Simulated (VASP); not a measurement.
A run of VASP 6.6.1:

File POSCAR:

```
Si
1.0
    0.0000000000      2.7221188962      2.7221188962
    2.7221188962      0.0000000000      2.7221188962
    2.7221188962      2.7221188962      0.0000000000
Si
2
Direct
    0.0000000000      0.0000000000      0.0000000000
    0.2500000000      0.2500000000      0.2500000000
```

File INCAR.step1:

```
SYSTEM = Si
PREC = Accurate
ENCUT = 520
ISMEAR = 1
SIGMA = 0.05
LREAL = .FALSE.
LASPH = .TRUE.
NELM = 80
NBANDS = 11
GGA = PE
ALGO = Normal
EDIFF = 1E-4
LWAVE = .TRUE.
LCHARG = .FALSE.
```

The input INCAR.step2:

```
SYSTEM = Si
PREC = Accurate
ENCUT = 520
EDIFF = 1E-6
ISMEAR = 1
SIGMA = 0.05
LREAL = .FALSE.
LASPH = .TRUE.
NELM = 80
ALGO = Normal
ISIF = 2
LWAVE = .FALSE.
LCHARG = .TRUE.
METAGGA = R2SCAN
LMIXTAU = .TRUE.
LELF = .TRUE.
LVHAR = .TRUE.
NBANDS = 11
ISTART = 1
```

KPOINTS

```
Automatic mesh
0
G
  6 6 6
  0 0 0
```

Potentials or basis: VASP PAW PBE potentials, release 64 (Si).

The run is started by

```console
$ cat potpaw_PBE.64/Si/POTCAR > POTCAR
$ cp INCAR.step1 INCAR
$ mpirun -np 1 vasp_std > vasp.out
$ cp INCAR.step2 INCAR
$ mpirun -np 1 vasp_std > vasp.out
```

Hardware: 1 thread of AMD EPYC 7R13 Processor (Zen 3) (shared host).

Task: How long does it take, and how much memory?

Result: It took 24 s on 1 thread of AMD EPYC 7R13 Processor (Zen 3), on a shared host, peak memory 0.13 GiB. Counts: k points 16.
